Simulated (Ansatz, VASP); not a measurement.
**Two plane-wave programs on Cu**

INCAR

```
SYSTEM = Cu
PREC = Accurate
ENCUT = 820
EDIFF = 1E-6
ISMEAR = 0
SIGMA = 0.15
LREAL = .FALSE.
LASPH = .TRUE.
NELM = 120
ALGO = Normal
ISIF = 2
LWAVE = .FALSE.
LCHARG = .FALSE.
GGA = PS
NBANDS = 26
GGA_COMPAT = .FALSE.
```

Contents of KPOINTS:

```
Automatic mesh
0
G
  24 24 12
  0 0 0
```

Contents of POSCAR:

```
Cu
1.0
    2.4868792053      0.0000000000      0.0000000000
   -1.2434396027      2.1537005679      0.0000000000
    0.0000000000      0.0000000000      4.2279433370
Cu
2
Direct
    0.3333333333      0.6666666667      0.2500000000
    0.6666666667      0.3333333333      0.7500000000
```

Input for Ansatz:

```yaml
crystal:
  lattice:
    - [2.4868792053, 0.0, 0.0]
    - [-1.2434396027, 2.1537005679, 0.0]
    - [0.0, 0.0, 4.227943337]
  atoms:
    - { symbol: Cu, position: [0.3333333333, 0.6666666667, 0.25] }
    - { symbol: Cu, position: [0.6666666667, 0.3333333333, 0.75] }
basis:
  ecutwfc: 520.0
kpoints:
  mp_grid: { grid: [24, 24, 12] }
hamiltonian:
  xc: pbesol
  pseudopotentials: { kind: paw }
scf:
  occupations: { method: gaussian, width: 0.15 }
output:
  forces: true
  stress: true
  eigenvalues: true
```

Alike in both runs: task single point; functional PBEsol; k mesh 24 × 24 × 12; occupations gaussian, width 0.15 eV; no spin polarisation.

```csv
,VASP,Ansatz
version,VASP 6.6.1,Ansatz 0.2.0
potentials or method,"VASP PAW PBE potentials, release 64 (Cu_sv_GW), cutoff 820 eV","scalar-relativistic, plane waves, PAW"
valence electrons in the cell,38,38
```

|  | VASP | Ansatz | Ansatz less VASP |
| --- | --- | --- | --- |
| gap on the k mesh at the Fermi level (eV) | none | none | - |
| pressure (GPa) | -1.4 | 0.3 | +1.68 |
| traceless stress, the component that is largest in VASP (GPa) | -4.91 | -4.90 | +0.009 |

VASP's potentials were made for PBE, not for PBEsol. A gap of «none» marks a metal or a gap that the smearing closes. With one functional, cell and mesh, what is left measures potentials, basis and numerics.
